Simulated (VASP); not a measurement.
A run of VASP 6.6.1:

INCAR

```
  ALGO = Fast
  EDIFF = 1E-7
  ENCUT = 520
  GGA = PE
  ISIF = 2
  ISMEAR = 0
  LASPH = T
  LCHARG = F
  LREAL = F
  LWAVE = F
  NBANDS = 12
  NELM = 80
  PREC = Accurate
  SIGMA = 0.15
```

Contents of KPOINTS:

```
k-points
0
Gamma
  22 22 22
```

POSCAR

```
V
1.0
   -1.6340400000      1.6340400000      1.5735200000
    1.6340400000     -1.6340400000      1.5735200000
    1.6340400000      1.6340400000     -1.5735200000
V
1
Direct
    0.0000000000      0.0000000000      0.0000000000
```

Potentials or basis: VASP PAW PBE potentials, release 64 (V_sv).

Launch:

```console
$ cat potpaw_PBE.64/V_sv/POTCAR > POTCAR
$ mpirun -np 1 vasp_std > vasp.out
```

Hardware: 1 thread of AMD EPYC 7R13, with other jobs on the host.

Problem. How long does it take, and how much memory?

Solution. Wall time 7.9 min on 1 thread of AMD EPYC 7R13, with other jobs on the host, peak memory 0.24 GiB. Counts: scf iterations 15, k points 834.
